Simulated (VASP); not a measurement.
Runs of VASP 6.6.1 on PbS. The structure is that of space group P6_3mc (No. 186), or close to it. The cells are those of the table. 

```tsv
task	level	cell	cutoff (eV)	gap on the mesh (eV)	pressure (GPa)	relaxed volume (Å³/atom)
relaxation of cell and atoms	PBE+D4	relaxed from a = 4.085, b = 4.085, c = 7.357 Å, angles 90.0, 90.0, 120.0°, 4 atoms	600	0.24	0.0	(a)
single point	r2SCAN+rVV10	a = 4.086, b = 4.086, c = 7.469 Å, angles 90.0, 90.0, 120.0°, 4 atoms	520	0.55	(b)	-
single point	PBE+D4	a = 4.086, b = 4.086, c = 7.371 Å, angles 90.0, 90.0, 120.0°, 4 atoms	520	0.27	-0.1	-
relaxation of cell and atoms	PBE+D3(BJ)	relaxed from a = 4.117, b = 4.117, c = 7.560 Å, angles 90.0, 90.0, 120.0°, 4 atoms	600	0.20	0.0	26.54
single point	PBE+D3(BJ)	a = 4.085, b = 4.085, c = 7.357 Å, angles 90.0, 90.0, 120.0°, 4 atoms	520	0.24	-0.1	-
```

Alike in all rows: potentials or basis VASP PAW PBE potentials, release 64 (Pb_d, S); no spin polarisation; k mesh 6 × 6 × 4; smearing fermi-dirac 0.02 eV.

Q: Fill in the values left out.

A: (a) 26.61; (b) 0.1.

Caveats: spin-orbit coupling is left out, which moves the levels of the heavy elements; the PAW data sets were made with another functional, which shifts forces and pressure a little (some runs).

A k mesh can miss the band edges, and the runs leave out spin-orbit coupling on Pb.
